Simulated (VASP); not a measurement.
# GdO (F-43m) in VASP: further runs, part 2 of 2

VASP 6.6.1.

**4. Relaxation of cell and atoms, PBEsol, collinear spin, ferromagnetic start**

The input, INCAR:

```
ALGO = Normal ; EDIFF = 1E-6
EDIFFG = -0.01 ; ENCUT = 600
GGA = PS ; IBRION = 2
ISIF = 3 ; ISMEAR = -1
ISPIN = 2 ; LASPH = T
LCHARG = F ; LMAXMIX = 6
LORBIT = 11 ; LREAL = F
LWAVE = F ; MAGMOM = 7 0
NELM = 150 ; NSW = 60
PREC = Accurate ; SIGMA = 0.05
```

The input, KPOINTS:

```
k-points
0
Gamma
  9 9 9
```

The input, POSCAR:

```
GdO
1.0
    0.0000000000      2.7000000000      2.7000000000
    2.7000000000      0.0000000000      2.7000000000
    2.7000000000      2.7000000000      0.0000000000
Gd O
1 1
Direct
    0.0000000000      0.0000000000      0.0000000000
    0.2500000000      0.2500000000      0.2500000000
```

Potentials or basis: VASP PAW PBE potentials, release 64 (Gd, O).

The run is started by

```sh
$ cat potpaw_PBE.64/Gd/POTCAR potpaw_PBE.64/O/POTCAR > POTCAR
$ mpirun -np 1 vasp_std > vasp.out
```

OUTCAR:

```text
EDIFF = 1E-6
   EDIFFG = -0.01
   ENCUT = 600
   GGA = PS
   IBRION = 2
   ISIF = 3
   ISMEAR = -1
   ISPIN = 2
   LASPH = T
   LORBIT = 11
   LREAL = F
   NELM = 150
   NSW = 60
   PREC = Accurate

 ion  position               nearest neighbor table
   1  0.000  0.000  0.000-   2 2.34   2 2.34   2 2.34   2 2.34
   2  0.250  0.250  0.250-   1 2.34   1 2.34   1 2.34   1 2.34

  LATTYP: Found a face centered cubic cell.
 ALAT       =     5.4000000000

  Lattice vectors:

 A1 = (   0.0000000000,   2.7000000000,   2.7000000000)
 A2 = (   2.7000000000,   0.0000000000,   2.7000000000)
 A3 = (   2.7000000000,   2.7000000000,   0.0000000000)

Analysis of symmetry for initial positions (statically):
=====================================================================
 Subroutine PRICEL returns:
 Original cell was already a primitive cell.

 Routine SETGRP: Setting up the symmetry group for a
 face centered cubic supercell.

 Subroutine GETGRP returns: Found 24 space group operations
[... 192 lines left out ...]
      1     -41.5192      1.00000
      2     -18.8001      1.00000
      3     -18.8001      1.00000
      4     -18.8001      1.00000
      5     -15.4325      1.00000
      6      -2.0021      1.00000
[... 1200 lines left out ...]
  FREE ENERGIE OF THE ION-ELECTRON SYSTEM (eV)
  ---------------------------------------------------
  free  energy   TOTEN  =       -22.7528787562 eV

  energy  without entropy=      -22.7475062391  energy(sigma->0) =      -22.75019250

[... ionic steps 4 to 7 ...]

--------------------------------------- Ionic step        8  -------------------------------------------

 number of electron      23.9999997 magnetization       6.0481593

------------------------ aborting loop because EDIFF is reached ----------------------------------------
[... 67 lines left out ...]
--------------------------------------- Ionic step       10  -------------------------------------------

 number of electron      23.9999997 magnetization       6.0481228

 Free energy of the ion-electron system (eV)
  ---------------------------------------------------
  ext. energy  EPLUGINS =         0.00000000
  ---------------------------------------------------
  free energy    TOTEN  =       -22.75304154 eV

  energy without entropy =      -22.74775415  energy(sigma->0) =      -22.75039784

 E-fermi :   4.1130     XC(G=0): -10.5177

 val. band max:        4.0099368426   @ k =  -0.4444   0.1111   0.0000
 cond. band min:       4.1788255739   @ k =  -0.1111   0.1111   0.0000
 fundamental gap:      0.1688887313
 Fermi energy:         4.1129940306

 spin component 1

 k-point     1 :       0.0000    0.0000    0.0000
  band No.  band energies     occupation
      1     -40.7557      1.00000
      2     -18.0426      1.00000
      3     -18.0426      1.00000
      4     -18.0426      1.00000
      5     -15.3348      1.00000
      6      -1.8083      1.00000
[... 1128 lines left out ...]
  FREE ENERGIE OF THE ION-ELECTRON SYSTEM (eV)
  ---------------------------------------------------
  free  energy   TOTEN  =       -22.7530415393 eV

  energy  without entropy=      -22.7477541480  energy(sigma->0) =      -22.75039784

 reached required accuracy - stopping structural energy minimisation

 total charge

# of ion       s       p       d       f       tot
--------------------------------------------------
    1        2.030   5.624   0.462   7.149  15.264
    2        1.559   3.435   0.000   0.000   4.994
--------------------------------------------------
tot          3.589   9.059   0.462   7.149  20.259

 magnetization (x)

# of ion       s       p       d       f       tot
--------------------------------------------------
    1       -0.014  -0.098  -0.087   6.640   6.441
    2       -0.007  -0.044   0.000   0.000  -0.051
--------------------------------------------------
tot         -0.021  -0.141  -0.087   6.640   6.390
```

CONTCAR:

```text
GdO
   1.00000000000000
    -0.0000000000000000    2.6542912588031049    2.6542912588031049
     2.6542912588031049   -0.0000000000000000    2.6542912588031049
     2.6542912588031049    2.6542912588031049   -0.0000000000000000
  Gd              O
     1     1
Direct
     0.0000000000000000    0.0000000000000000    0.0000000000000000
     0.2500000000000000    0.2500000000000000    0.2500000000000000

  0.00000000E+00  0.00000000E+00  0.00000000E+00
  0.00000000E+00  0.00000000E+00  0.00000000E+00
```

Wall time 6.4 min (1 thread of Intel Xeon 6975P-C (Granite Rapids), shared host); peak memory 0.26 GiB.

What came out:

| Item | Value |
| --- | --- |
| Free energy | -22.7530 eV |
| Relaxed volume | 18.70 Å³/atom |
| Relaxed cell | a = 3.754 Å, b = 3.754 Å, c = 3.754 Å, α = 60.00°, β = 60.00°, γ = 60.00° |
| Space group after relaxing (to 0.1 Å) | F-43m (No. 216) |
| Energy gained by relaxing | 27.0 meV/atom |
| Ionic steps | 10 |
| Pressure after relaxing | 0.1 GPa |
| Net moment | 6.05 μB per cell |
| Site moments | Gd +6.44; O -0.05 μB |
| Valence electrons inside the program's atomic spheres | Gd 15.26; O 4.99 |

Step by step:
```
step  energy change (eV)  largest force (eV/Å)  pressure (GPa)  volume (Å³)
   1              0.0000                0.0000           -4.26        39.37
   2             -0.0166                0.0000            3.19        36.46
   3             -0.0539                0.0000           -0.36        37.50
   4             -0.0540                0.0000           -0.80        37.39
   5             -0.0524                0.0000            1.42        36.92
   6             -0.0539                0.0000            0.39        37.22
   7             -0.0540                0.0000            0.59        37.28
   8             -0.0540                0.0000            0.50        37.33
   9             -0.0534                0.0000           -0.81        37.63
  10             -0.0540                0.0000            0.07        37.40
```

Final structure:
```
CELL_PARAMETERS angstrom
0.00000 2.65429 2.65429
2.65429 0.00000 2.65429
2.65429 2.65429 0.00000
ATOMIC_POSITIONS crystal
Gd 0.00000 0.00000 0.00000
O 0.25000 0.25000 0.25000
```

Caveat: the PAW data sets were made with another functional, which shifts forces and pressure a little; spin-orbit coupling is left out, which moves the levels of the heavy elements; a cell with one magnetic atom can't hold antiferromagnetic order, which such compounds often take; semilocal functionals describe open f shells poorly, which spoils levels, moments and volumes.

**5. Relaxation of cell and atoms, PBEsol, collinear spin, ferromagnetic start, target pressure 2 GPa, at which the enthalpy is minimised**

The input, INCAR:

```
SYSTEM = GdO
  ALGO = Normal
  EDIFF = 1E-6
  EDIFFG = -0.01
  ENCUT = 600
  GGA = PS
  IBRION = 2
  ISIF = 3
  ISMEAR = -1
  ISPIN = 2
  LASPH = .True.
  LCHARG = .False.
  LMAXMIX = 6
  LORBIT = 11
  LREAL = .False.
  LWAVE = .False.
  MAGMOM = 7 0
  NELM = 150
  NSW = 60
  PREC = Accurate
  PSTRESS = 20.0
  SIGMA = 0.05
```

The input, KPOINTS:

```
k-points
0
Gamma
  9 9 9
  0 0 0
```

POSCAR is that of step 4.

Potentials or basis: VASP PAW PBE potentials, release 64 (Gd, O).

The run is started by

```sh
$ cat potpaw_PBE.64/Gd/POTCAR potpaw_PBE.64/O/POTCAR > POTCAR
$ mpirun -np 1 vasp_std > vasp.out
```

OUTCAR:

```text
SYSTEM = GdO
   EDIFF = 1E-6
   EDIFFG = -0.01
   ENCUT = 600
   GGA = PS
   IBRION = 2
   ISIF = 3
   ISMEAR = -1
   ISPIN = 2
   LASPH = .True.
   LORBIT = 11
   LREAL = .False.
   NELM = 150
   NSW = 60
   PREC = Accurate
   PSTRESS = 20.0

 ion  position               nearest neighbor table
   1  0.000  0.000  0.000-   2 2.34   2 2.34   2 2.34   2 2.34
   2  0.250  0.250  0.250-   1 2.34   1 2.34   1 2.34   1 2.34

  LATTYP: Found a face centered cubic cell.
 ALAT       =     5.4000000000

  Lattice vectors:

 A1 = (   0.0000000000,   2.7000000000,   2.7000000000)
 A2 = (   2.7000000000,   0.0000000000,   2.7000000000)
 A3 = (   2.7000000000,   2.7000000000,   0.0000000000)

Analysis of symmetry for initial positions (statically):
=====================================================================
[... 1499 lines left out ...]
 Free energy of the ion-electron system (eV)
  ---------------------------------------------------
  ext. energy  EPLUGINS =         0.00000000
  ---------------------------------------------------
  free energy    TOTEN  =       -22.74916705 eV

  energy without entropy =      -22.74426202  energy(sigma->0) =      -22.74671454

 E-fermi :   4.2382     XC(G=0): -10.6120

 val. band max:        4.1294644799   @ k =  -0.4444   0.1111   0.0000
 cond. band min:       4.3415213052   @ k =  -0.1111   0.1111   0.0000
 fundamental gap:      0.2120568253
 Fermi energy:         4.2381748996

 spin component 1

 k-point     1 :       0.0000    0.0000    0.0000
  band No.  band energies     occupation
      1     -40.5985      1.00000
      2     -17.8799      1.00000
      3     -17.8799      1.00000
      4     -17.8799      1.00000
      5     -15.3013      1.00000
      6      -1.7835      1.00000
[... 1132 lines left out ...]
  energy  without entropy=      -22.7442620250  energy(sigma->0) =      -22.74671454

  enthalpy is  TOTEN    =       -22.2910536686 eV   P V=        0.4581133838

 reached required accuracy - stopping structural energy minimisation

 total charge

# of ion       s       p       d       f       tot
--------------------------------------------------
    1        2.031   5.627   0.474   7.148  15.280
    2        1.560   3.443   0.000   0.000   5.003
--------------------------------------------------
tot          3.591   9.069   0.474   7.148  20.283

 magnetization (x)

# of ion       s       p       d       f       tot
--------------------------------------------------
    1       -0.014  -0.099  -0.088   6.637   6.436
    2       -0.008  -0.043   0.000   0.000  -0.051
--------------------------------------------------
tot         -0.022  -0.142  -0.088   6.637   6.386
```

OSZICAR:

```text
N       E                     dE             d eps       ncg     rms          rms(c)
DAV:   1     0.169865525450E+03    0.16987E+03   -0.99055E+03  3700   0.683E+03
DAV:   2     0.811301017847E+01   -0.16175E+03   -0.14295E+03  3840   0.461E+02
DAV:   3    -0.199569113052E+02   -0.28070E+02   -0.27156E+02  4172   0.168E+02
[... 179 lines left out ...]
DAV:   8    -0.227491717298E+02    0.29998E-04   -0.10274E-04  5004   0.180E-01    0.350E-01
DAV:   9    -0.227491631852E+02    0.85446E-05   -0.40588E-05  5312   0.158E-01    0.156E-01
DAV:  10    -0.227491655386E+02   -0.23534E-05   -0.40374E-05  5028   0.155E-01    0.175E-01
DAV:  11    -0.227491678587E+02   -0.23201E-05   -0.12369E-05  4056   0.231E-02    0.922E-02
DAV:  12    -0.227491670524E+02    0.80633E-06   -0.80081E-07  1916   0.428E-02
  10 F= -.22291054E+02 E0= -.22288601E+02  d E =-.743203E-05  mag=     6.0449
```

CONTCAR:

```text
GdO
   1.00000000000000
     0.0000000000000000    2.6375934581887917    2.6375934581887917
     2.6375934581887917   -0.0000000000000000    2.6375934581887917
     2.6375934581887917    2.6375934581887917   -0.0000000000000000
  Gd              O
     1     1
Direct
     0.0000000000000000    0.0000000000000000    0.0000000000000000
     0.2500000000000000    0.2500000000000000    0.2500000000000000

  0.00000000E+00  0.00000000E+00  0.00000000E+00
  0.00000000E+00  0.00000000E+00  0.00000000E+00
```

Wall time 7.7 min (1 thread of Intel Xeon 6975P-C (Granite Rapids), shared host); peak memory 0.26 GiB.

What came out:

* Free energy: -22.7492 eV
* Relaxed volume: 18.35 Å³/atom
* Relaxed cell: a = 3.730 Å, b = 3.730 Å, c = 3.730 Å, α = 60.00°, β = 60.00°, γ = 60.00°
* Space group after relaxing (to 0.1 Å): F-43m (No. 216)
* Energy change on relaxing (the run minimises the enthalpy): -25.1 meV/atom
* Ionic steps: 10
* Pressure after relaxing: 2.1 GPa
* Net moment: 6.04 μB per cell
* Site moments: Gd +6.44; O -0.05 μB
* Valence electrons inside the program's atomic spheres: Gd 15.28; O 5.00

Step by step:
| step | energy change (eV) | largest force (eV/Å) | pressure (GPa) | volume (Å³) |
| --- | --- | --- | --- | --- |
| 1 | 0.0000 | 0.0000 | -4.26 | 39.37 |
| 2 | 0.0276 | 0.0000 | 7.76 | 35.15 |
| 3 | -0.0515 | 0.0000 | 1.58 | 36.82 |
| 4 | -0.0502 | 0.0000 | 1.12 | 36.70 |
| 5 | -0.0346 | 0.0000 | 4.52 | 35.92 |
| 6 | -0.0472 | 0.0000 | 2.69 | 36.49 |
| 7 | -0.0486 | 0.0000 | 2.17 | 36.58 |
| 8 | -0.0494 | 0.0000 | 2.44 | 36.64 |
| 9 | -0.0520 | 0.0000 | 1.32 | 36.88 |
| 10 | -0.0502 | 0.0000 | 2.06 | 36.70 |

Final structure:
```
Gd O
1.0
     0.00000    2.63759    2.63759
     2.63759    0.00000    2.63759
     2.63759    2.63759    0.00000
Gd O
1 1
Direct
  0.00000 0.00000 0.00000
  0.25000 0.25000 0.25000
```

Levels at points of the mesh, in eV from the Fermi level:
Spin up:
| k point | band 12 | band 13 | band 14 | band 15 | band 16 | band 17 | band 18 | band 19 |
| --- | --- | --- | --- | --- | --- | --- | --- | --- |
| (0.00, 0.00, 0.00) | -3.89 | -3.81 | -3.81 | -3.81 | -0.94 | 3.12 | 3.12 | 5.56 |
Spin down:
```tsv
k point	band 7	band 8	band 9	band 10	band 11	band 12
(0.00, 0.00, 0.00)	-5.92	-5.92	-2.30	0.94	0.94	0.94
```

Caveat: the cell is relaxed towards a set pressure, so the run minimises the enthalpy, not the energy; the PAW data sets were made with another functional, which shifts forces and pressure a little; spin-orbit coupling is left out, which moves the levels of the heavy elements; a cell with one magnetic atom can't hold antiferromagnetic order, which such compounds often take; semilocal functionals describe open f shells poorly, which spoils levels, moments and volumes. The state reached can hang on the start; a lower one may exist.

**6. Relaxation of cell and atoms, PBEsol, collinear spin, ferromagnetic start, target pressure 5 GPa, at which the enthalpy is minimised**

The input, INCAR:

```
SYSTEM = GdO
PREC     = Accurate       ! precision mode
ENCUT    = 600            ! plane-wave cutoff, eV
EDIFF    = 1E-6           ! SCF threshold, eV
ISMEAR   = -1             ! smearing method
SIGMA    = 0.05           ! smearing width, eV
LREAL    = .False.        ! projectors in reciprocal space
LASPH    = .True.         ! aspherical terms in the spheres
NELM     = 150            ! most SCF steps
ALGO     = Normal         ! electronic algorithm
ISIF     = 3              ! what is computed and relaxed
LWAVE    = .False.        ! write WAVECAR
LCHARG   = .False.        ! write CHGCAR
ISPIN    = 2              ! spin polarisation
MAGMOM   = 7 0            ! initial moments
LORBIT   = 11             ! projections on sites
LMAXMIX  = 6              ! l up to which the mixer works
GGA      = PS             ! functional
IBRION   = 2              ! ionic algorithm
NSW      = 60             ! ionic steps
EDIFFG   = -0.01          ! ionic threshold
PSTRESS  = 50.0
```

The input, KPOINTS:

```
Automatic mesh
0
Gamma
  9 9 9
  0 0 0
```

POSCAR is that of step 5.

Potentials or basis: VASP PAW PBE potentials, release 64 (Gd, O).

The run is started by

```sh
$ cat potpaw_PBE.64/Gd/POTCAR potpaw_PBE.64/O/POTCAR > POTCAR
$ mpirun -np 1 vasp_std > vasp.out
```

It took 12 min on 1 thread of Intel Xeon 6975P-C (Granite Rapids), shared host; peak memory 0.27 GiB.

It converged, with:

- Free energy: -22.7292 eV
- Relaxed volume: 17.88 Å³/atom
- Relaxed cell: a = 3.698 Å, b = 3.698 Å, c = 3.698 Å, α = 60.00°, β = 60.00°, γ = 60.00°
- Space group after relaxing (to 0.1 Å): F-43m (No. 216)
- Energy change on relaxing (the run minimises the enthalpy): -15.1 meV/atom
- Ionic steps: 21
- Pressure after relaxing: 5.0 GPa
- Net moment: 6.04 μB per cell
- Site moments: Gd +6.43; O -0.05 μB
- Valence electrons inside the program's atomic spheres: Gd 15.30; O 5.01

The path:
| step | energy change (eV) | largest force (eV/Å) | pressure (GPa) | volume (Å³) |
| --- | --- | --- | --- | --- |
| 1 | 0.0000 | 0.0000 | -4.26 | 39.37 |
| 2 | 5.6507 | 0.0000 | 10.94 | 33.24 |
| 3 | -0.0137 | 0.0000 | 6.75 | 35.31 |
| 4 | -0.0336 | 0.0000 | 4.59 | 35.88 |
| 5 | -0.0304 | 0.0000 | 4.84 | 35.77 |
| 6 | -0.0281 | 0.0000 | 4.82 | 35.70 |
| 7 | -0.0213 | 0.0000 | 6.03 | 35.51 |
| 8 | -0.0258 | 0.0000 | 6.33 | 35.63 |
| 9 | -0.0445 | 0.0000 | 2.62 | 36.34 |
| 10 | -0.0322 | 0.0000 | 4.76 | 35.83 |
| 11 | -0.0313 | 0.0000 | 4.69 | 35.80 |
| 12 | -0.0286 | 0.0000 | 4.56 | 35.72 |
| 13 | -0.0272 | 0.0000 | 5.30 | 35.67 |
| 14 | -0.0278 | 0.0000 | 5.39 | 35.69 |
| 15 | -0.0282 | 0.0000 | 5.33 | 35.70 |
| 16 | -0.0284 | 0.0000 | 5.12 | 35.71 |
| 17 | -0.0285 | 0.0000 | 5.21 | 35.71 |
| 18 | -0.0285 | 0.0000 | 5.19 | 35.71 |
| 19 | -0.0289 | 0.0000 | 5.23 | 35.73 |
| 20 | -0.0301 | 0.0000 | 5.27 | 35.76 |
| 21 | -0.0302 | 0.0000 | 5.02 | 35.77 |

Final structure:
```
Gd O
1.0
     0.00000    2.61506    2.61506
     2.61506    0.00000    2.61506
     2.61506    2.61506    0.00000
Gd O
1 1
Direct
  0.00000 0.00000 0.00000
  0.25000 0.25000 0.25000
```

Levels at points of the mesh, in eV from the Fermi level:
Spin up:
| k point | band 13 | band 14 | band 15 | band 16 | band 17 | band 18 |
| --- | --- | --- | --- | --- | --- | --- |
| (0.00, 0.00, 0.00) | -3.77 | -3.77 | -3.77 | -0.90 | 3.16 | 3.16 |
Spin down:
| k point | band 6 | band 7 | band 8 | band 9 | band 10 | band 11 | band 12 | band 13 |
| --- | --- | --- | --- | --- | --- | --- | --- | --- |
| (0.00, 0.00, 0.00) | -6.06 | -6.06 | -6.06 | -2.31 | 0.98 | 0.98 | 0.98 | 1.30 |

Caveat: the cell is relaxed towards a set pressure, so the run minimises the enthalpy, not the energy; the PAW data sets were made with another functional, which shifts forces and pressure a little; spin-orbit coupling is left out, which moves the levels of the heavy elements; a cell with one magnetic atom can't hold antiferromagnetic order, which such compounds often take; semilocal functionals describe open f shells poorly, which spoils levels, moments and volumes. The state reached can hang on the start; a lower one may exist.

**7. Overview**

```csv
task,level,cell,k mesh,cutoff (eV),grid for exact exchange (PRECFOCK),share of exact exchange,screening parameter,gap on the mesh (eV),pressure (GPa),moment (μB)
single point,r2SCAN0,as given,5 × 5 × 5,520,Normal,0.25,-,none,-2.8,7.98
single point,PBE-based screened hybrid with 25 % exact exchange,as given,5 × 5 × 5,520,Normal,0.25,0.3 1/Å,none,-2.1,7.99
relaxation of cell and atoms,PBEsol,relaxed,9 × 9 × 9,600,-,-,-,none,0.1,6.05
relaxation of cell and atoms,PBEsol,relaxed to 2 GPa,9 × 9 × 9,600,-,-,-,none,2.1,6.04
relaxation of cell and atoms,PBEsol,relaxed to 5 GPa,9 × 9 × 9,600,-,-,-,none,5.0,6.04
```

Alike in all rows: potentials or basis VASP PAW PBE potentials, release 64 (Gd, O); spin collinear, ferromagnetic start; smearing fermi-dirac 0.05 eV.

Caveats: some runs use coarse meshes; the PAW data sets were made with another functional, which shifts forces and pressure a little; spin-orbit coupling is left out, which moves the levels of the heavy elements; a cell with one magnetic atom can't hold antiferromagnetic order, which such compounds often take; semilocal functionals describe open f shells poorly, which spoils levels, moments and volumes (at least some runs); the cell is relaxed towards a set pressure, so the run minimises the enthalpy, not the energy (at least some runs).

Total energies depend on the potentials used, so only differences within one code and one set of settings carry meaning.

The gap in the log of VASP goes by the Fermi energy; the results here count the filled bands.